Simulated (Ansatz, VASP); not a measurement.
## Ba in VASP and in Ansatz

Contents of INCAR:

```
PREC = Accurate
ENCUT = 520
EDIFF = 1E-7
ISMEAR = -1
SIGMA = 0.08
LREAL = False
LASPH = True
NELM = 60
ALGO = Normal
ISIF = 2
LWAVE = False
LCHARG = False
GGA = PE
NBANDS = 11
```

The input KPOINTS:

```
regular mesh
0
Gamma
  11 11 11
```

POSCAR

```
Ba
1.0
   -2.2094046430      2.2094046430      2.2094046430
    2.2094046430     -2.2094046430      2.2094046430
    2.2094046430      2.2094046430     -2.2094046430
Ba
1
Direct
    0.0000000000      0.0000000000      0.0000000000
```

Input for Ansatz:

```yaml
crystal:
  lattice:
    - [-2.209404643, 2.209404643, 2.209404643]
    - [2.209404643, -2.209404643, 2.209404643]
    - [2.209404643, 2.209404643, -2.209404643]
  atoms:
    - { symbol: Ba, position: [0.0, 0.0, 0.0] }
kpoints:
  mp_grid: { grid: [11, 11, 11] }
scf:
  occupations: { method: fermi_dirac, width: 0.08 }
hamiltonian:
  xc: pbe
  pseudopotentials: { kind: all_electron, lapw: { basis_error: 0.001 } }
output:
  forces: true
  stress: true
  eigenvalues: true
  populations: true
```

Change from the starting cell: volume scaled by 0.68, LAPW.

Alike in both runs: task single point; functional PBE; k mesh 11 × 11 × 11; occupations fermi-dirac, width 0.08 eV; no spin polarisation.

```csv
,VASP,Ansatz
version,VASP 6.6.1,Ansatz 0.2.0
potentials or method,"VASP PAW PBE potentials, release 64 (Ba_sv), cutoff 520 eV","all-electron LAPW, scalar-relativistic"
```

```csv
,VASP,Ansatz,Ansatz less VASP
pressure (GPa),6.0,5.6,-0.40
```

Ansatz ran all-electron here, and VASP with PAW potentials.

Spin-orbit coupling is off throughout.
